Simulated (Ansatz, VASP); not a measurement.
**MoS2 in VASP and in Ansatz**

```
Mo S
1.0
     3.16900    0.00000    0.00000
    -1.58450    2.74443    0.00000
     0.00000    0.00000   12.32400
Mo S
2 4
Direct
  0.66667 0.33333 0.75000
  0.33333 0.66667 0.25000
  0.66667 0.33333 0.37700
  0.33333 0.66667 0.87700
  0.66667 0.33333 0.12300
  0.33333 0.66667 0.62300
```

Alike in both runs: functional PBEsol; k mesh 7 × 7 × 3; occupations fermi-dirac, width 0.05 eV; non-collinear spin, spin-orbit coupling.

|  | VASP | Ansatz |
| --- | --- | --- |
| version | VASP 6.6.1 | Ansatz 0.2.0 |
| potentials or method | VASP PAW PBE potentials, release 64 (Mo_sv, S) | Ansatz PAW |
| plane-wave cutoff (eV) | 520 | 420 |
| valence electrons in the cell | 52 | 52 |
| task | single point | band structure |

```csv
,VASP,Ansatz,Ansatz less VASP
pressure (GPa),-3.0,-3.0,+0.01
"traceless stress, the component that is largest in VASP (GPa)",0.58,0.60,+0.021
rms of the force components (eV/Å),0.146,0.147,+0.0015
net moment per atom (μB),0.00,0.00,0.000
```

VASP's potentials were made for PBE, not for PBEsol. Atom by atom the forces differ by 0.001 eV/Å (rms over components). The functional is the same, so the differences come from potentials, cutoffs and numerics.

Noted on Ansatz's run: the k mesh misses the band edges, so the gap on the mesh is wider than the one along the path.
